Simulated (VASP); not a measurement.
A run of VASP 6.6.1 is set up as follows.

File INCAR:

```
SYSTEM = ZnS
PREC = Accurate
ENCUT = 500
EDIFF = 1E-6
ISMEAR = 0
SIGMA = 0.01
LREAL = .FALSE.
LASPH = .TRUE.
NELM = 120
ALGO = Normal
ISIF = 2
LWAVE = .FALSE.
LCHARG = .FALSE.
GGA = PE
NBANDS = 16
GGA_COMPAT = .FALSE.
```

File KPOINTS:

```
Automatic mesh
0
G
  4 4 4
  0 0 0
```

Contents of POSCAR:

```
ZnS
1.0
    0.0000000000      2.6303664805      2.6303664805
    2.6303664805      0.0000000000      2.6303664805
    2.6303664805      2.6303664805      0.0000000000
Zn S
1 1
Direct
    0.0000000000      0.0000000000      0.0000000000
    0.2500000000      0.2500000000      0.2500000000
```

Potentials or basis: VASP PAW PBE potentials, release 64 (Zn, S).

Command:

```console
$ cat potpaw_PBE.64/Zn/POTCAR potpaw_PBE.64/S/POTCAR > POTCAR
$ mpirun -np 1 vasp_std > vasp.out
```

Q: What does it give for the pressure?

A: 9.5 GPa.

Q: Estimate the band gap on the k mesh.

A: 2.47 eV, direct.

Caveat: the k points lie up to 0.52 Å⁻¹ apart.
